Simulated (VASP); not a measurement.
Crystal: Mg2As.

```
Mg As
1.0
     4.80428    0.00000    0.00000
    -2.40214    4.16063    0.00000
     0.00000    0.00000    3.14186
Mg As
2 1
Direct
  0.33333 0.66667 0.50000
  0.66667 0.33333 0.50000
  0.00000 0.00000 0.00000
```

- Program: VASP 6.6.1
- Task: relaxation of cell and atoms
- Functional: PBE
- Potentials or basis: VASP PAW PBE potentials, release 64 (Mg, As)
- Cutoff: 600 eV
- k mesh: 6 × 6 × 6
- Occupations: gaussian, width 0.1 eV
- Spin: no spin polarisation

At the start: pressure 1.3 GPa; volume 20.93 Å³/atom.

**Question.** How do energy, volume and symmetry change on relaxing?

**Answer.** Over 14 steps the energy falls by 42.2 meV/atom and the volume is 20.97 Å³/atom (+0.2 %); space group P6/mmm (No. 191, to 0.1 Å) before and after.

Step by step:
| step | energy change (eV) | largest force (eV/Å) | pressure (GPa) | volume (Å³) |
| --- | --- | --- | --- | --- |
| 1 | 0.0000 | 0.0000 | 1.34 | 62.80 |
| 2 | -0.0157 | 0.0000 | 0.09 | 64.40 |
| 3 | -0.0203 | 0.0000 | -1.13 | 66.13 |
| 4 | -0.0337 | 0.0000 | -1.39 | 66.37 |
| 5 | -0.0721 | 0.0000 | -2.18 | 66.99 |
| 6 | 0.0297 | 0.0000 | -2.10 | 67.83 |
| 7 | -0.0817 | 0.0000 | -2.43 | 67.14 |
| 8 | -0.0721 | 0.0000 | -2.62 | 67.54 |
| 9 | -0.0880 | 0.0000 | -2.57 | 67.27 |
| 10 | -0.1030 | 0.0000 | -2.02 | 66.23 |
| 11 | -0.1038 | 0.0000 | -1.85 | 65.95 |
| 12 | -0.1158 | 0.0000 | -1.29 | 64.98 |
| 13 | -0.1259 | 0.0000 | -0.30 | 63.38 |
| 14 | -0.1265 | 0.0000 | 0.01 | 62.92 |

Final structure:
```
Mg As
1.0
     5.03548    0.00000    0.00000
    -2.51774    4.36086    0.00000
     0.00000    0.00000    2.86540
Mg As
2 1
Direct
  0.33333 0.66667 0.50000
  0.66667 0.33333 0.50000
  0.00000 0.00000 0.00000
```
